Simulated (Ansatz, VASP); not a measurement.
# One calculation of Be5ZnSe6, two programs

The input INCAR:

```
SYSTEM = Be5ZnSe6
  PREC = Accurate
  ENCUT = 520
  EDIFF = 1E-6
  ISMEAR = 0
  SIGMA = 0.1
  LREAL = .FALSE.
  LASPH = .TRUE.
  NELM = 80
  ALGO = Normal
  ISIF = 2
  LWAVE = .FALSE.
  LCHARG = .TRUE.
  GGA = PE
  LELF = .TRUE.
  LVHAR = .TRUE.
  NBANDS = 41
```

Contents of KPOINTS:

```
regular mesh
0
G
  3 3 4
  0 0 0
```

The input POSCAR:

```
Be5ZnSe6
1.0
    6.4350307000      0.0000000000      0.0000000000
   -3.2175153000      5.5729001000      0.0000000000
    0.0000000000      0.0000000000      6.1184260000
Be Zn Se
5 1 6
Direct
    0.6600310000      0.0000000000      0.0054280000
    0.3399690000      0.3399690000      0.0054280000
    0.0000000000      0.6600310000      0.0054280000
    0.6666667000      0.3333333000      0.5046050000
    0.3333333000      0.6666667000      0.5046050000
    0.0000000000      0.0000000000      0.5076370000
    0.6418190000      0.0000000000      0.3729420000
    0.3581810000      0.3581810000      0.3729420000
    0.0000000000      0.6418190000      0.3729420000
    0.0000000000      0.0000000000      0.9081050000
    0.6666667000      0.3333333000      0.8749690000
    0.3333333000      0.6666667000      0.8749690000
```

Input for Ansatz:

```yaml
crystal:
  lattice:
    - [6.4350307, 0.0, 0.0]
    - [-3.2175153, 5.5729001, 0.0]
    - [0.0, 0.0, 6.118426]
  atoms:
    - { symbol: Be, position: [0.660031, 0.0, 0.005428] }
    - { symbol: Be, position: [0.339969, 0.339969, 0.005428] }
    - { symbol: Be, position: [0.0, 0.660031, 0.005428] }
    - { symbol: Be, position: [0.6666667, 0.3333333, 0.504605] }
    - { symbol: Be, position: [0.3333333, 0.6666667, 0.504605] }
    - { symbol: Zn, position: [0.0, 0.0, 0.507637] }
    - { symbol: Se, position: [0.641819, 0.0, 0.372942] }
    - { symbol: Se, position: [0.358181, 0.358181, 0.372942] }
    - { symbol: Se, position: [0.0, 0.641819, 0.372942] }
    - { symbol: Se, position: [0.0, 0.0, 0.908105] }
    - { symbol: Se, position: [0.6666667, 0.3333333, 0.874969] }
    - { symbol: Se, position: [0.3333333, 0.6666667, 0.874969] }
basis:
  ecutwfc: 420
kpoints:
  mp_grid: { grid: [3, 3, 4] }
hamiltonian:
  xc: pbe
scf:
  occupations: { method: gaussian, width: 0.1 }
  lower_state_search: "off"
output:
  forces: true
  stress: true
  eigenvalues: true
```

Alike in both runs: task single point; functional PBE; k mesh 3 × 3 × 4; occupations gaussian, width 0.1 eV; no spin polarisation.

|  | VASP | Ansatz |
| --- | --- | --- |
| version | VASP 6.6.1 | Ansatz 0.2.0 |
| potentials or method | VASP PAW PBE potentials, release 64 (Be, Zn, Se), cutoff 520 eV | scalar-relativistic, plane waves, PAW |
| valence electrons in the cell | 58 | 118 |

|  | VASP | Ansatz | Ansatz less VASP |
| --- | --- | --- | --- |
| gap on the k mesh at the Fermi level (eV) | 2.97 | 2.97 | +0.008 |
| least direct gap on the mesh (eV) | 3.27 | 3.27 | +0.002 |
| pressure (GPa) | 0.2 | 0.0 | -0.19 |
| rms of the force components (eV/Å) | 0.004 | 0.002 | -0.0028 |

Atom by atom the forces differ by 0.003 eV/Å (rms over components). With one functional, cell and mesh, what is left measures potentials, basis and numerics. VASP's potentials hold 58 valence electrons a cell and Ansatz's 118, so a difference there can come from the potentials and not from the codes.
